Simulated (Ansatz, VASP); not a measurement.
# RbBr in VASP and in Ansatz

```
Rb Br
1.0
     4.12793    0.00000    0.00000
     0.00000    4.12793    0.00000
     0.00000    0.00000    4.12793
Rb Br
1 1
Direct
  0.00000 0.00000 0.00000
  0.50000 0.50000 0.50000
```

Alike in both runs: task single point; functional r2SCAN; k mesh 6 × 6 × 6; no spin polarisation.

```csv
,VASP,Ansatz
version,VASP 6.6.1,Ansatz 0.2.0
potentials or method,"VASP PAW PBE potentials, release 64 (Rb_sv, Br)","plane waves, PAW"
plane-wave cutoff (eV),520,500
occupations,"gaussian, width 0.01 eV",fixed
valence electrons in the cell,16,16
```

Ansatz gave:

```
gap on the k mesh at the Fermi level (eV) : 4.82
pressure (GPa)                            : 0.0
```

What did VASP give for the same quantities?

gap on the k mesh at the Fermi level (eV): 4.83; pressure (GPa): 0.0.

VASP's potentials were made for PBE, not for r2SCAN.
